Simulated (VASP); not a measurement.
A run of VASP 6.6.1 is set up as follows.

INCAR

```
PREC = Accurate
ENCUT = 520
EDIFF = 1E-6
ISMEAR = 0
SIGMA = 0.05
LREAL = False
LASPH = True
NELM = 80
ALGO = Normal
ISIF = 2
LWAVE = False
LCHARG = False
GGA = PE
NBANDS = 11
```

The input KPOINTS:

```
Automatic mesh
0
Gamma
  8 8 8
```

POSCAR

```
MgS
1.0
    0.0000000000      2.6016500000      2.6016500000
    2.6016500000      0.0000000000      2.6016500000
    2.6016500000      2.6016500000      0.0000000000
Mg S
1 1
Direct
    0.0000000000      0.0000000000      0.0067947916
    0.5000000000      0.5000000000      0.5000000000
```

Potentials or basis: VASP PAW PBE potentials, release 64 (Mg, S).

Command:

```sh
$ cat potpaw_PBE.64/Mg/POTCAR potpaw_PBE.64/S/POTCAR > POTCAR
$ mpirun -np 1 vasp_std > vasp.out
```

(1) Estimate the largest force.

(2) Estimate the pressure.

(3) Predict the band gap on the k mesh.

Results:

(1) 0.070 eV/Å.

(2) 0.9 GPa.

(3) 2.78 eV, indirect (least direct gap 3.71 eV).

Caveat: the cell differs from its parent crystal (all Mg atoms moved +0.025 Å, as atom 1 along Cartesian [1 1 0]).
